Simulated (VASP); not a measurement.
HfN2, 3 atoms in the cell. It takes space group Fm-3m (No. 225, cubic). The conventional cell has a = 5.191 Å, b = 5.191 Å, c = 5.191 Å, α = 90.00°, β = 90.00°, γ = 90.00°. Hf (site symmetry m-3m) has 8 N at 2.25 Å within 3.0 Å. N (site symmetry -43m) has 4 Hf at 2.25 Å and 6 N at 2.60 Å within 3.0 Å. 

| Quantity | Value |
| --- | --- |
| Program | VASP 6.6.1 |
| Task | single point |
| Functional | PBE |
| Potentials or basis | VASP PAW PBE potentials, release 64 (Hf_pv, N) |
| Cutoff | 520 eV |
| k mesh | 6 × 6 × 6 |
| Occupations | gaussian, width 0.1 eV |
| Spin | no spin polarisation |
| Dipole correction | no |
| Further INCAR settings | ALGO = Normal; EDIFF = 1e-06; NBANDS = 17 |

Potentials or basis: VASP PAW PBE potentials, release 64 (Hf_pv, N).

Run with:

```console
$ cat potpaw_PBE.64/Hf_pv/POTCAR potpaw_PBE.64/N/POTCAR > POTCAR
$ mpirun -np 1 vasp_std > vasp.out
```

Hardware: 1 thread of Intel Xeon 8259CL (shared host).

**Question.** How long does it take, and how much memory?

**Answer.** It took 17 s on 1 thread of Intel Xeon 8259CL, with other jobs on the host, peak memory 0.16 GiB. Counts: scf iterations 13, k points 16.
